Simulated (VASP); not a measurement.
# TiCo (Pm-3m) in VASP: settings compared, part 2 of 2

VASP 6.6.1. Earlier steps stand in the parts before.

## (4) Single point, LDA, collinear spin, ferromagnetic start

Contents of INCAR:

```
ALGO     = Normal         # electronic algorithm
EDIFF    = 1E-7           # SCF threshold, eV
ENCUT    = 520            # plane-wave cutoff, eV
GGA      = CA             # functional
ISIF     = 2              # what is computed and relaxed
ISMEAR   = -1             # smearing method
ISPIN    = 2              # spin polarisation
LASPH    = True           # aspherical terms in the spheres
LCHARG   = True           # write CHGCAR
LELF     = True           # ELF
LMAXMIX  = 4              # l up to which the mixer works
LORBIT   = 11             # projections on sites
LREAL    = False          # projectors in reciprocal space
LVHAR    = True         
LWAVE    = False          # write WAVECAR
MAGMOM   = 0 0.6          # initial moments
NBANDS   = 22             # bands
NELM     = 150            # most SCF steps
PREC     = Accurate       # precision mode
SIGMA    = 0.13605693122994 # smearing width, eV
```

Contents of KPOINTS:

```
k-points
0
Gamma
  7 7 7
```

Contents of POSCAR:

```
TiCo
1.0
    2.9861109900      0.0000000000      0.0000000000
    0.0000000000      2.9861109900      0.0000000000
    0.0000000000      0.0000000000      2.9861109900
Ti Co
1 1
Direct
    0.3160000000      0.5540000000      0.0470000000
    0.8160000000      1.0540000000      0.5470000000
```

Potentials or basis: VASP PAW LDA potentials, release 64 (Ti_sv, Co).

Command:

```bash
$ cat potpaw_LDA.64/Ti_sv/POTCAR potpaw_LDA.64/Co/POTCAR > POTCAR
$ mpirun -np 1 vasp_std > vasp.out
```

OUTCAR:

```text
EDIFF = 1E-7
   ENCUT = 520
   GGA = CA
   ISIF = 2
   ISMEAR = -1
   ISPIN = 2
   LASPH = True
   LORBIT = 11
   LREAL = False
   NELM = 150
   PREC = Accurate

 ion  position               nearest neighbor table
   1  0.316  0.554  0.047-   2 2.59   2 2.59   2 2.59   2 2.59   2 2.59   2 2.59   2 2.59   2 2.59

   2  0.816  0.054  0.547-   1 2.59   1 2.59   1 2.59   1 2.59   1 2.59   1 2.59   1 2.59   1 2.59

  LATTYP: Found a simple cubic cell.
 ALAT       =     2.9861109900

  Lattice vectors:

 A1 = (   2.9861109900,   0.0000000000,   0.0000000000)
 A2 = (   0.0000000000,   2.9861109900,   0.0000000000)
 A3 = (   0.0000000000,   0.0000000000,   2.9861109900)
[... 1209 lines left out ...]
 VOLUME and BASIS-vectors are now :
 -----------------------------------------------------------------------------
  energy-cutoff  :      520.00
  volume of cell :       26.63
      direct lattice vectors                 reciprocal lattice vectors
     2.986110990  0.000000000  0.000000000     0.334883735  0.000000000  0.000000000
     0.000000000  2.986110990  0.000000000     0.000000000  0.334883735  0.000000000
     0.000000000  0.000000000  2.986110990     0.000000000  0.000000000  0.334883735

 POSITION                                       TOTAL-FORCE (eV/Angst)
 -----------------------------------------------------------------------------------
      0.94361      1.65431      0.14035         0.000000      0.000000      0.000000
      2.43667      0.16125      1.63340         0.000000      0.000000      0.000000
 -----------------------------------------------------------------------------------
    total drift:                               -0.000000      0.000001     -0.000007

  FREE ENERGIE OF THE ION-ELECTRON SYSTEM (eV)
  ---------------------------------------------------
  free  energy   TOTEN  =       -17.5589697290 eV

  energy  without entropy=      -17.3854216364  energy(sigma->0) =      -17.47219568

 total charge

# of ion       s       p       d       tot
------------------------------------------
    1        2.249   6.173   1.882  10.303
    2        0.522   0.435   7.363   8.321
--------------------------------------------------
tot          2.771   6.609   9.245  18.624

 magnetization (x)

# of ion       s       p       d       tot
------------------------------------------
    1       -0.000  -0.000   0.000   0.000
    2        0.000   0.000   0.001   0.001
--------------------------------------------------
tot          0.000  -0.000   0.001   0.001
```

OSZICAR:

```text
N       E                     dE             d eps       ncg     rms          rms(c)
DAV:   1     0.175753329140E+03    0.17575E+03   -0.98117E+03  1776   0.122E+03
DAV:   2    -0.475736384574E+01   -0.18051E+03   -0.17211E+03  1772   0.310E+02
DAV:   3    -0.193869912749E+02   -0.14630E+02   -0.14191E+02  2574   0.848E+01
[... 17 lines left out ...]
DAV:  21    -0.175589663548E+02   -0.95849E-05   -0.33533E-04  2002   0.141E-01    0.886E-03
DAV:  22    -0.175589691565E+02   -0.28017E-05   -0.78143E-05  2754   0.605E-02    0.592E-03
DAV:  23    -0.175589694637E+02   -0.30724E-06   -0.53092E-06  2668   0.163E-02    0.230E-03
DAV:  24    -0.175589696576E+02   -0.19389E-06   -0.79628E-06  2124   0.218E-02    0.914E-04
DAV:  25    -0.175589697189E+02   -0.61332E-07   -0.13101E-06  2386   0.772E-03    0.585E-04
DAV:  26    -0.175589697290E+02   -0.10073E-07   -0.32146E-07   964   0.425E-03
   1 F= -.17558970E+02 E0= -.17472196E+02  d E =-.173548E+00  mag=     0.0002
```

Wall time 14 s (1 thread of Intel Xeon 6975P-C (Granite Rapids), shared host); peak memory 0.14 GiB.

Results:

```
Free energy                                           : -17.5590 eV
Pressure                                              : -14.7 GPa
Net moment                                            : 0.00 μB per cell
Valence electrons inside the program's atomic spheres : Ti 10.30; Co 8.32
```

## (5) Single point, LDA, collinear spin, ferromagnetic start

Contents of INCAR:

```
  PREC = Accurate
  ENCUT = 520
  EDIFF = 1E-6
  ISMEAR = -1
  SIGMA = 0.13605693122994
  LREAL = False
  LASPH = True
  NELM = 150
  ALGO = Normal
  ISIF = 2
  LWAVE = False
  LCHARG = False
  ISPIN = 2
  MAGMOM = 0 0.6
  LORBIT = 11
  LMAXMIX = 4
  NBANDS = 22
```

Contents of KPOINTS:

```
Automatic mesh
0
Gamma
  7 7 7
```

Contents of POSCAR:

```
TiCo
1.0
    2.9861109900      0.0000000000      0.0000000000
    0.0000000000      2.9861109900      0.0000000000
    0.0000000000      0.0000000000      2.9861109900
Ti Co
1 1
Direct
    0.0000000000      0.0000000000      0.0000000000
    0.5000000000      0.5000000000      0.5000000000
```

Command:

```bash
$ cat potpaw_LDA.64/Ti_sv/POTCAR potpaw_LDA.64/Co/POTCAR > POTCAR
$ mpirun -np 1 vasp_std > vasp.out
```

Run time: 10 s. Hardware: 1 thread of Intel Xeon 6975P-C (Granite Rapids), shared host; peak memory 0.14 GiB.

It converged, with:

```yaml
Free_energy: -17.5588 eV
Pressure: -14.9 GPa
Net_moment: 0.13 μB per cell
Site_moments: Ti +0.00; Co +0.13 μB
Valence_electrons_inside_the_program's_atomic_spheres: Ti 10.30; Co 8.32
```

Levels at points of the mesh, in eV from the Fermi level:
Spin up:
```tsv
k point	band 7	band 8	band 9	band 10	band 11	band 12	band 13	band 14
(0.00, 0.00, 0.00)	-3.76	-1.46	-1.46	-1.46	0.75	0.75	2.75	2.75
```
Spin down:
```tsv
k point	band 6	band 7	band 8	band 9	band 10	band 11	band 12	band 13	band 14	band 15
(0.00, 0.00, 0.00)	-3.68	-3.68	-1.38	-1.38	-1.38	0.82	0.82	2.77	2.77	2.77
```

## (6) Single point, LDA, collinear spin, ferromagnetic start

Contents of INCAR:

```
SYSTEM = TiCo
PREC = Accurate
ENCUT = 520
EDIFF = 1E-7
ISMEAR = -1
SIGMA = 0.13605693122994
LREAL = .FALSE.
LASPH = .TRUE.
NELM = 150
ALGO = Normal
ISIF = 2
LWAVE = .FALSE.
LCHARG = .FALSE.
ISPIN = 2
MAGMOM = 0 0.6
LORBIT = 11
LMAXMIX = 4
NBANDS = 22
```

Contents of KPOINTS:

```
regular mesh
0
G
  7 7 7
  0 0 0
```

POSCAR is that of step 5.

Potentials or basis: VASP PAW LDA potentials, release 64 (Ti_sv, Co).

Command:

```bash
$ cat potpaw_LDA.64/Ti_sv/POTCAR potpaw_LDA.64/Co/POTCAR > POTCAR
$ mpirun -np 1 vasp_std > vasp.out
```

Run time: 14 s. Hardware: 1 thread of Intel Xeon 6975P-C (Granite Rapids), shared host; peak memory 0.14 GiB.

The run converged. Its results:

* Free energy: -17.5590 eV
* Pressure: -14.7 GPa
* Net moment: 0.00 μB per cell
* Valence electrons inside the program's atomic spheres: Ti 10.30; Co 8.32

Levels at points of the mesh, in eV from the Fermi level:
Spin up:
```tsv
k point	band 6	band 7	band 8	band 9	band 10	band 11	band 12	band 13	band 14	band 15
(0.00, 0.00, 0.00)	-3.72	-3.72	-1.42	-1.42	-1.42	0.79	0.79	2.76	2.76	2.76
```
Spin down:
```csv
k point,band 8,band 9,band 10,band 11,band 12,band 13
"(0.00, 0.00, 0.00)",-1.42,-1.42,-1.42,0.79,0.79,2.76
```

## (7) Overview

| level | potentials or basis | k mesh | smearing | gap on the mesh (eV) | pressure (GPa) | moment (μB) |
| --- | --- | --- | --- | --- | --- | --- |
| PBE | VASP PAW PBE potentials, release 64 (Ti_sv, Co) | 2 × 2 × 2 | gaussian 0.1 eV | none | 4.6 | 1.75 |
| revPBE | VASP PAW PBE potentials, release 64 (Ti_sv, Co) | 6 × 6 × 6 | gaussian 0.1 eV | none | 0.9 | 0.40 |
| LDA | VASP PAW LDA potentials, release 64 (Ti_sv, Co) | 7 × 7 × 7 | fermi-dirac 0.136057 eV | none | -14.7 | 0.00 |

Alike in all rows: task single point; spin collinear, ferromagnetic start; cell as given; cutoff (eV) 520.

Caveats: some runs use coarse meshes; the PAW data sets were made with another functional, which shifts forces and pressure a little (some runs).

Total energies depend on the potentials used, so only differences within one code and one set of settings carry meaning.
